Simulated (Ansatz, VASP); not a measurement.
**As: VASP beside Ansatz**

```xyz
2
Lattice="1.8914 1.0920 3.3612 -1.8914 1.0920 3.3612 0.0000 -2.1840 3.3612" Properties=species:S:1:pos:R:3 pbc="T T T"
As    0.0000    0.0000    2.3216
As    0.0000    0.0000    7.7619
```

Alike in both runs: functional PBEsol; k mesh 12 × 12 × 12; occupations gaussian, width 0.05 eV; no spin polarisation.

Ansatz relaxed the structure, and its values are those at the end. VASP's run is a single point on that final structure, the one shown.

|  | VASP | Ansatz |
| --- | --- | --- |
| version | VASP 6.6.1 | Ansatz 0.2.0 |
| potentials or method | VASP PAW PBE potentials, release 64 (As), cutoff 520 eV | scalar-relativistic, plane waves, PAW |
| valence electrons in the cell | 10 | 30 |

```csv
,VASP,Ansatz,Ansatz less VASP
gap on the k mesh at the Fermi level (eV),none,none,-
pressure (GPa),0.4,0.0,-0.39
rms of the force components (eV/Å),0.033,0.000,-0.0329
```

VASP's potentials were made for PBE, not for PBEsol. A gap of «none» marks a metal or a gap that the smearing closes. With one functional, cell and mesh, what is left measures potentials, basis and numerics. VASP's potentials hold 10 valence electrons a cell and Ansatz's 30, so a difference there can come from the potentials and not from the codes.
